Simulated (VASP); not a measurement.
BN:

```
CELL_PARAMETERS angstrom
1.25112 0.72233 3.37293
-1.25112 0.72233 3.37293
0.00000 -1.44467 3.37293
ATOMIC_POSITIONS crystal
B 0.99967 0.99967 0.99967
N 0.33276 0.33276 0.33276
```

Base run:

```yaml
Program: VASP 6.6.1
Functional: PBEsol
Potentials_or_basis: VASP PAW PBE potentials, release 64 (B, N)
Cutoff: 600 eV
k_mesh: 8 × 8 × 8
Occupations: gaussian, width 0.01 eV
Spin: no spin polarisation
```

Its results: band gap on the k mesh 4.19 eV, indirect (least direct gap 4.88 eV); pressure 0.9 GPa.

**Question.** The run is repeated on the same cell with these changes: k mesh from 8 × 8 × 8 to 4 × 4 × 4. What comes out?

**Answer.** Band gap on the k mesh 4.73 eV, indirect (least direct gap 5.37 eV); pressure 0.7 GPa.

Caveats: some runs use coarse meshes; the PAW data sets were made with another functional, which shifts forces and pressure a little.

A k mesh can miss the band edges.
